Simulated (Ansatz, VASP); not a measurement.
Two plane-wave programs on Mo

```
Mo
1.0
    -1.92475    1.92460    1.33112
     1.92460   -1.92475    1.33112
     3.16904    3.16904   -1.33140
Mo
2
Direct
  0.99996 0.00004 0.00000
  0.75004 0.24996 0.50000
```

Alike in both runs: task single point; functional revPBE; k mesh 15 × 15 × 8; occupations fermi-dirac, width 0.1 eV; no spin polarisation.

|  | VASP | Ansatz |
| --- | --- | --- |
| version | VASP 6.6.1 | Ansatz 0.2.0 |
| potentials or method | VASP PAW PBE potentials, release 64 (Mo_sv), cutoff 520 eV | plane waves (420 eV) with PAW, scalar-relativistic |
| valence electrons in the cell | 28 | 28 |

|  | VASP | Ansatz | Ansatz less VASP |
| --- | --- | --- | --- |
| pressure (GPa) | 0.4 | -0.1 | -0.46 |
| traceless stress, the component that is largest in VASP (GPa) | 0.13 | 0.08 | -0.049 |

VASP's potentials were made for PBE, not for revPBE.
